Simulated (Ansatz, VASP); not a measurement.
## Two plane-wave programs on LiCl

```
CELL_PARAMETERS angstrom
3.27112 0.01930 0.00000
0.01930 3.27112 0.00000
0.00000 0.00000 3.27112
ATOMIC_POSITIONS crystal
Li 0.00000 0.00000 0.00000
Cl 0.50000 0.50000 0.50000
```

Change from the starting cell: shear_xy strain +1.2%.

Alike in both runs: task single point; functional r2SCAN; k mesh 8 × 8 × 8; no spin polarisation.

|  | VASP | Ansatz |
| --- | --- | --- |
| version | VASP 6.6.1 | Ansatz 0.2.0 |
| potentials or method | VASP PAW PBE potentials, release 64 (Li_sv, Cl) | plane waves, PAW |
| plane-wave cutoff (eV) | 520 | 500 |
| occupations | gaussian, width 0.01 eV | fixed |
| valence electrons in the cell | 10 | 10 |

```csv
,VASP,Ansatz,Ansatz less VASP
gap on the k mesh at the Fermi level (eV),5.39,5.25,-0.140
```

VASP's potentials were made for PBE, not for r2SCAN.

Noted on VASP's run: the cutoff is under 1.25 times that of the potentials, so the pressure is a little rough.
